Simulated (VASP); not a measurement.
# Cd2S (I4/mmm) in VASP: further runs, part 2 of 2

VASP 6.6.1. Earlier steps stand in the parts before.

### Step 3. Relaxation of cell and atoms, PBE

This run uses another cell than the first one, of 24.64 Å³/atom.

The input, INCAR:

```
ALGO     = Normal         # electronic algorithm
EDIFF    = 1E-7           # SCF threshold, eV
EDIFFG   = -0.04          # ionic threshold
ENCUT    = 630            # plane-wave cutoff, eV
GGA      = PE             # functional
GGA_COMPAT= F            
IBRION   = 2              # ionic algorithm
ISIF     = 3              # what is computed and relaxed
ISMEAR   = 0              # smearing method
LASPH    = T              # aspherical terms in the spheres
LCHARG   = F              # write CHGCAR
LREAL    = F              # projectors in reciprocal space
LWAVE    = F              # write WAVECAR
NELM     = 120            # most SCF steps
NELMIN   = 4            
NSW      = 90             # ionic steps
PREC     = Accurate       # precision mode
SIGMA    = 0.1            # smearing width, eV
```

The input, KPOINTS:

```
k-points
0
Gamma
  6 6 6
```

The input, POSCAR:

```
Cd2S
1.0
   -2.2337837200      2.2337837200      3.7043044900
    2.2337837200     -2.2337837200      3.7043044900
    2.2337837200      2.2337837200     -3.7043044900
Cd S
2 1
Direct
    0.6837205600      0.6837205600      0.0000000000
    0.3162794400      0.3162794400      0.0000000000
    0.0000000000      0.0000000000      0.0000000000
```

Potentials or basis: VASP PAW PBE potentials, release 64 (Cd_sv_GW, S).

Launch:

```console
cat potpaw_PBE.64/Cd_sv_GW/POTCAR potpaw_PBE.64/S/POTCAR > POTCAR
mpirun -np 1 vasp_std > vasp.out
```

OUTCAR:

```text
EDIFF = 1E-7
   EDIFFG = -0.04
   ENCUT = 630
   GGA = PE
   IBRION = 2
   ISIF = 3
   ISMEAR = 0
   LASPH = T
   LREAL = F
   NELM = 120
   NELMIN = 4
   NSW = 90
   PREC = Accurate

 ion  position               nearest neighbor table
   1  0.684  0.684  0.000-   3 2.34
   2  0.316  0.316  0.000-   3 2.34
   3  0.000  0.000  0.000-   1 2.34   2 2.34

  LATTYP: Found a body centered tetragonal cell.
 ALAT       =     4.4675674400
 C/A-ratio  =     1.6583093774

  Lattice vectors:

 A1 = (  -2.2337837200,   2.2337837200,   3.7043044900)
 A2 = (   2.2337837200,  -2.2337837200,   3.7043044900)
 A3 = (   2.2337837200,   2.2337837200,  -3.7043044900)

Analysis of symmetry for initial positions (statically):
=====================================================================
 Subroutine PRICEL returns:
 Original cell was already a primitive cell.

 Routine SETGRP: Setting up the symmetry group for a
 body centered tetragonal supercell.

 Subroutine GETGRP returns: Found 16 space group operations
 (whereof 16 operations were pure point group operations)
 out of a pool of 16 trial point group operations.

The static configuration has the point symmetry D_4h.

Analysis of symmetry for dynamics (positions and initial velocities):
=====================================================================
 Subroutine PRICEL returns:
 Original cell was already a primitive cell.

 Routine SETGRP: Setting up the symmetry group for a
 body centered tetragonal supercell.

 Subroutine GETGRP returns: Found 16 space group operations
 (whereof 16 operations were pure point group operations)
 out of a pool of 16 trial point group operations.

The dynamic configuration has the point symmetry D_4h.

 Subroutine INISYM returns: Found 16 space group operations
 (whereof 16 operations are pure point group operations),
 and found     1 'primitive' translations

----------------------------------------------------------------------------------------

                                     Primitive cell

  volume of cell :      73.9348

  direct lattice vectors                    reciprocal lattice vectors
    -2.233783720  2.233783720  3.704304490     0.000000000  0.223835457  0.134978105
     2.233783720 -2.233783720  3.704304490     0.223835457  0.000000000  0.134978105
     2.233783720  2.233783720 -3.704304490     0.223835457  0.223835457  0.000000000

  length of vectors
     4.868413619  4.868413619  4.868413619     0.261383627  0.261383627  0.316551139

  position of ions in fractional coordinates (direct lattice)
     0.683720560  0.683720560  0.000000000
     0.316279440  0.316279440  0.000000000
     0.000000000  0.000000000  0.000000000

  ion indices of the primitive-cell ions
   primitive index   ion index
                 1           1
                 2           2
                 3           3

----------------------------------------------------------------------------------------

 KPOINTS: k-points

Automatic generation of k-mesh.
 Grid dimensions read from file:
 generate k-points for:    6    6    6

 Generating k-lattice:

  Cartesian coordinates                     Fractional coordinates (reciprocal lattice)
     0.000000000  0.037305910  0.022496351     0.166666667  0.000000000 -0.000000000
     0.037305910  0.000000000  0.022496351     0.000000000  0.166666667 -0.000000000
     0.037305910  0.037305910  0.000000000     0.000000000  0.000000000  0.166666667

  Length of vectors
     0.043563938  0.043563938  0.052758523

  Shift w.r.t. Gamma in fractional coordinates (k-lattice)
     0.000000000  0.000000000  0.000000000

 Subroutine IBZKPT returns following result:
 ===========================================

 Found     30 irreducible k-points:

 Following reciprocal coordinates:
            Coordinates               Weight
  0.000000  0.000000  0.000000      1.000000
  0.166667 -0.000000  0.000000      8.000000
  0.333333  0.000000  0.000000      8.000000
  0.500000  0.000000  0.000000      4.000000
  0.166667  0.166667  0.000000      8.000000
  0.333333  0.166667  0.000000     16.000000
[... 16 lines left out ...]
 -0.333333 -0.333333  0.166667      8.000000
 -0.166667 -0.333333  0.166667      8.000000
 [... further k-points ...]
   k-points           NKPTS =     30   k-points in BZ     NKDIM =     30   number of bands    NBANDS=     27
   number of dos      NEDOS =    301   number of ions     NIONS =      3
   total plane-waves  NPLWV =  64000
   dimension x,y,z NGX =    40 NGY =   40 NGZ =   40
   dimension x,y,z NGXF=    80 NGYF=   80 NGZF=   80
   ions per type =               2   1
   NGX,Y,Z   is equivalent  to a cutoff of  13.66, 13.66, 13.66 a.u.
   NGXF,Y,Z  is equivalent  to a cutoff of  27.32, 27.32, 27.32 a.u.
 SYSTEM =  unknown system
   PREC   = accura    normal or accurate (medium, high low for compatibility)
   ISTART =      0    job   : 0-new  1-cont  2-samecut
   ICHARG =      2    charge: 1-file 2-atom 10-const
   ISPIN  =      1    spin polarized calculation?
   LNONCOLLINEAR =      F non collinear calculations
   LSORBIT =      F    spin-orbit coupling
   LASPH  =      T    aspherical Exc in radial PAW
   ENCUT  =  630.0 eV  46.30 Ry    6.80 a.u.   9.96  9.96  9.96*2*pi/ulx,y,z
   NELM   =    120;   NELMIN=  4; NELMDL= -5     # of ELM steps
   EDIFF  = 0.1E-06   stopping-criterion for ELM
   LREAL  =      F    real-space projection
   EDIFFG = -.4E-01   stopping-criterion for IOM
   NSW    =     90    number of steps for IOM
   IBRION =      2    ionic relax: 0-MD 1-quasi-New 2-CG
   NFREE  =      1    steps in history (QN), initial steepest desc. (CG)
   ISIF   =      3    stress and relaxation
   ISYM   =      2    0-nonsym 1-usesym 2-fastsym
   POTIM  = 0.5000    time-step for ionic-motion
   TEBEG  =    0.0;   TEEND  =   0.0 temperature during run
   PSTRESS=    0.0 pullay stress
   NELECT =      46.0000    total number of electrons
   NUPDOWN=      -1.0000    fix difference up-down
   EMIN   =  10.00;   EMAX   =-10.00  energy-range for DOS
   EFERMI =   0.00;   METHOD = LEGACY
   ISMEAR =     0;   SIGMA  =   0.10  broadening in eV -4-tet -1-fermi 0-gaus
   EFERMI_NEDOS =   21; number of points for ismear=-14 and -15
   IALGO  =     38    algorithm
   IMIX   =      4    mixing-type and parameters
     AMIX     =   0.40;   BMIX     =  1.00
     AMIX_MAG =   1.60;   BMIX_MAG =  1.00
  volume/ion in A,a.u.               =      24.64       166.31
  Fermi-wavevector in a.u.,A,eV,Ry     =   1.397584  2.641050 26.575443  1.953240
  Thomas-Fermi vector in A             =   2.520826
   LORBIT       =      0    0 simple, 1 ext, 2 COOP (PROOUT), +10 PAW based schemes
   GGA     = PE    functional components
   LHFCALC =     F    Hartree Fock is set to
   AEXX    =    0.0000 exact exchange contribution
   IVDW    =     0    specifies the selected vdW correction
   LEPSILON=     F    determine dielectric tensor
   LRPA    =     F    only Hartree local field effects (RPA)
 conjugate gradient relaxation of ions
 non-spin polarized calculation
 Gauss-broadening in eV      SIGMA  =   0.10
  energy-cutoff  :      630.00
  volume of cell :       73.93
 maximum number of plane-waves:      2675
   NGX = 19   NGY = 19   NGZ = 19

--------------------------------------- Ionic step        1  -------------------------------------------

 number of electron      45.9999997 magnetization

 Free energy of the ion-electron system (eV)
  ---------------------------------------------------
  ext. energy  EPLUGINS =         0.00000000
  ---------------------------------------------------
  free energy    TOTEN  =        -5.19430262 eV

  energy without entropy =       -5.18894761  energy(sigma->0) =       -5.19162511

------------------------ aborting loop because EDIFF is reached ----------------------------------------

  FORCE on cell =-STRESS in cart. coord.  units (eV):
  Direction    XX          YY          ZZ          XY          YZ          ZX
  --------------------------------------------------------------------------------------
  -------------------------------------------------------------------------------------
  Total        1.2742524      1.2742524      5.3199885      0.0000000     -0.0000000      0.0000000
  in kB       27.6132260     27.6132260    115.2848827      0.0000000     -0.0000000      0.0000000
  external PRESSURE =      56.8371115 kB  Pullay stress =       0.0000000 kB
[... 1551 lines left out ...]
     26      10.5979      0.00000
     27      11.7413      0.00000

 [... further k-points ...]

[... ionic steps 4 to 18 ...]

--------------------------------------- Ionic step       19  -------------------------------------------

 number of electron      46.0000009 magnetization

------------------------ aborting loop because EDIFF is reached ----------------------------------------
[... 69 lines left out ...]
--------------------------------------- Ionic step       21  -------------------------------------------

 number of electron      46.0000003 magnetization

 Free energy of the ion-electron system (eV)
  ---------------------------------------------------
  ext. energy  EPLUGINS =         0.00000000
  ---------------------------------------------------
  free energy    TOTEN  =        -5.56380596 eV

  energy without entropy =       -5.55871504  energy(sigma->0) =       -5.56126050

 E-fermi :   5.7929     XC(G=0): -10.5957

 val. band max:        5.5231041577   @ k =   0.5000   0.5000   0.0000
 cond. band min:       5.8082590687   @ k =   0.3333   0.3333   0.0000
 fundamental gap:      0.2851549111
 Fermi energy:         5.7928505177
[... 750 lines left out ...]
  FREE ENERGIE OF THE ION-ELECTRON SYSTEM (eV)
  ---------------------------------------------------
  free  energy   TOTEN  =        -5.5638059644 eV

  energy  without entropy=       -5.5587150385  energy(sigma->0) =       -5.56126050

 reached required accuracy - stopping structural energy minimisation
```

It took 36 min on 1 thread of AMD EPYC 7R43 (Zen 3), shared host; peak memory 0.27 GiB.

Results:

| Property | Result |
| --- | --- |
| Free energy | -5.5638 eV |
| Relaxed volume | 21.95 Å³/atom |
| Relaxed cell | a = 5.079 Å, b = 5.079 Å, c = 5.079 Å, α = 134.39°, β = 134.39°, γ = 66.48° |
| Space group after relaxing (to 0.1 Å) | I4/mmm (No. 139) |
| Energy gained by relaxing | 123.2 meV/atom |
| Ionic steps | 21 |
| Pressure after relaxing | 0.0 GPa |
| Largest force after relaxing | 0.019 eV/Å |
| Band gap on the k mesh | zero (bands 23 and 24 overlap by 1.45 eV) |

Forces in eV/Å, atoms in the order of the input:
```
Cd   0.000  0.000  0.019
Cd   0.000  0.000 -0.019
S    0.000  0.000  0.000
```

The path:
| step | energy change (eV) | largest force (eV/Å) | pressure (GPa) | volume (Å³) |
| --- | --- | --- | --- | --- |
| 1 | 0.0000 | 1.6192 | 5.68 | 73.93 |
| 2 | -0.1623 | 0.0183 | -3.43 | 83.58 |
| 3 | -0.2170 | 0.4111 | -0.95 | 79.91 |
| 4 | -0.2170 | 0.4265 | -0.86 | 79.79 |
| 5 | -0.2349 | 0.1986 | -0.27 | 78.58 |
| 6 | -0.2380 | 0.0144 | 0.18 | 77.81 |
| 7 | -0.2380 | 0.0329 | 0.14 | 77.89 |
| 8 | -0.2390 | 0.0187 | -0.17 | 78.02 |
| 9 | -0.2391 | 0.0496 | -0.35 | 78.11 |
| 10 | -0.2400 | 0.0616 | -0.41 | 77.91 |
| 11 | -0.2436 | 0.0959 | -0.56 | 77.34 |
| 12 | -0.2549 | 0.1494 | -0.83 | 76.16 |
| 13 | -0.2896 | 0.1858 | -1.33 | 73.77 |
| 14 | -0.3528 | 0.1631 | -1.36 | 68.79 |
| 15 | -0.2555 | 0.0570 | 5.77 | 58.31 |
| 16 | -0.3646 | 0.1155 | -0.52 | 65.98 |
| 17 | -0.3646 | 0.1280 | -0.72 | 66.52 |
| 18 | -0.3646 | 0.0662 | 0.52 | 64.59 |
| 19 | -0.3665 | 0.0960 | -0.13 | 65.55 |
| 20 | -0.3678 | 0.0788 | -0.10 | 65.62 |
| 21 | -0.3695 | 0.0195 | 0.05 | 65.86 |

Final structure:
```xyz
3
Lattice="-1.9687 1.9687 4.2482 1.9687 -1.9687 4.2482 1.9687 1.9687 -4.2482" Properties=species:S:1:pos:R:3 pbc="T T T"
Cd    0.0000    0.0000    5.6614
Cd    1.9687    1.9687   -1.4132
S     0.0000    0.0000    0.0000
```

The gap in the log of VASP goes by the Fermi energy; the results here count the filled bands.